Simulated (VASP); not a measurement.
A run of VASP 6.6.1 is set up as follows.

The input POSCAR:

```
Cu
1.0
    2.9822436818      0.0000000000      0.0000000000
    0.0000000000      2.9822436818      0.0000000000
    0.0000000000      0.0000000000      2.8207868899
Cu
2
Direct
    0.0000000000      0.0000000000      0.0000000000
    0.5000000000      0.5000000000      0.5000000000
```

INCAR.step1

```
PREC = Accurate ; ENCUT = 520
ISMEAR = 0 ; SIGMA = 0.1
LREAL = F ; LASPH = T
NELM = 60 ; NBANDS = 18
GGA = PE ; ALGO = Normal
EDIFF = 1E-4 ; LWAVE = T
LCHARG = F
```

INCAR.step2

```
PREC = Accurate ; ENCUT = 520
EDIFF = 1E-6 ; ISMEAR = 0
SIGMA = 0.1 ; LREAL = F
LASPH = T ; NELM = 60
ALGO = Normal ; ISIF = 2
LWAVE = F ; LCHARG = T
METAGGA = R2SCAN ; LMIXTAU = T
LELF = T ; LVHAR = T
NBANDS = 18 ; ISTART = 1
```

Contents of KPOINTS:

```
Automatic mesh
0
Gamma
  18 18 18
```

Potentials or basis: VASP PAW PBE potentials, release 64 (Cu).

Launch:

```bash
$ cat potpaw_PBE.64/Cu/POTCAR > POTCAR
$ cp INCAR.step1 INCAR
$ mpirun -np 1 vasp_std > vasp.out
$ cp INCAR.step2 INCAR
$ mpirun -np 1 vasp_std > vasp.out
```

(1) What does it give for the pressure?

(2) Predict the band gap on the k mesh.

Results:

(1) -10.9 GPa.

(2) zero (bands 11 and 12 overlap by 7.71 eV).

Caveat: the cell differs from its parent crystal (equal strain along all axes, cell held: +3.0 %); the cell stands under tension; the PAW data sets were made with another functional, which shifts forces and pressure a little.
